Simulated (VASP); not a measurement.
Hf: single point with PBEsol

Hf:

```
Hf
1.0
    -2.40119    2.40119    1.31992
     2.40119   -2.40119    1.31992
     2.40119    2.40119   -1.31992
Hf
2
Cartesian
  0.0000 -1.2006 -0.3300
  0.0000 1.2006 0.3300
```

```yaml
Program: VASP 6.6.1
Task: single point
Functional: PBEsol
Potentials_or_basis: VASP PAW PBE potentials, release 64 (Hf_pv)
Cutoff: 520 eV
k_mesh: 16 × 16 × 16
Occupations: fermi-dirac, width 0.1 eV
Spin: no spin polarisation
Dipole_correction: no
Further_INCAR_settings: ALGO = Normal; EDIFF = 1e-06; NBANDS = 17
```

The pressure is 69.7 GPa. The band gap on the k mesh is zero (bands 10 and 11 overlap by 1.64 eV).

Stress tensor (GPa, compression positive):
```
69.52  0.00  0.00
 0.00 69.52  0.00
 0.00  0.00 70.04
```

Levels at points of the mesh, in eV from the Fermi level:
```tsv
k point	band 8	band 9	band 10	band 11	band 12	band 13
(0.00, 0.00, 0.00)	-5.42	-1.98	-1.51	-0.10	4.80	4.80
(0.50, 0.00, 0.00)	-3.95	-1.73	-0.18	1.97	2.87	2.94
(0.50, 0.50, 0.00)	-3.74	-1.00	-1.00	1.79	1.79	3.56
(0.50, 0.50, 0.50)	-3.65	0.10	0.10	1.84	1.84	4.47
```

Wall time 77 s on 1 thread of Intel(R) Xeon(R) 6975P-C (Granite Rapids) (shared host), peak memory 0.27 GiB.

Caveat: the cell stands under pressure; the PAW data sets were made with another functional, which shifts forces and pressure a little; spin-orbit coupling is left out, which moves the levels of the heavy elements.
